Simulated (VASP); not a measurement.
Sb, 1 atom in the cell. It takes space group Pm-3m (No. 221, cubic). Conventional cell: a = 3.202 Å, b = 3.202 Å, c = 3.202 Å, α = 90.00°, β = 90.00°, γ = 90.00°. Within 4.2 Å of Sb (site symmetry m-3m) lie 6 Sb at 3.20 Å. This isn't the form of Sb at room conditions, which is rhombohedral.

* Program: VASP 6.6.1
* Task: single point
* Functional: PBE0
* Potentials or basis: VASP PAW PBE potentials, release 64 (Sb_d_GW)
* Cutoff: 400 eV
* k mesh: 6 × 6 × 6
* Occupations: fermi-dirac, width 0.05 eV
* Spin: no spin polarisation
* Dipole correction: no
* Grid for exact exchange (PRECFOCK): Normal
* Further INCAR settings: ALGO = Normal; EDIFF = 1e-06; NBANDS = 14
* Share of exact exchange: 0.25

Potentials or basis: VASP PAW PBE potentials, release 64 (Sb_d_GW).

The run is started by

```sh
$ cat potpaw_PBE.64/Sb_d_GW/POTCAR > POTCAR
$ cp INCAR.step1 INCAR
$ mpirun -np 1 vasp_std > vasp.out
$ cp INCAR.step2 INCAR
$ mpirun -np 1 vasp_std > vasp.out
```

Hardware: 1 thread of Intel(R) Xeon(R) Platinum 8259CL CPU @ 2.50GHz (Skylake/Cascade Lake) (shared host).

How long does it take, and how much memory?

It took 18 min on 1 thread of Intel(R) Xeon(R) Platinum 8259CL CPU @ 2.50GHz (Skylake/Cascade Lake), with other jobs on the host, peak memory 0.15 GiB. Counts: k points 20.
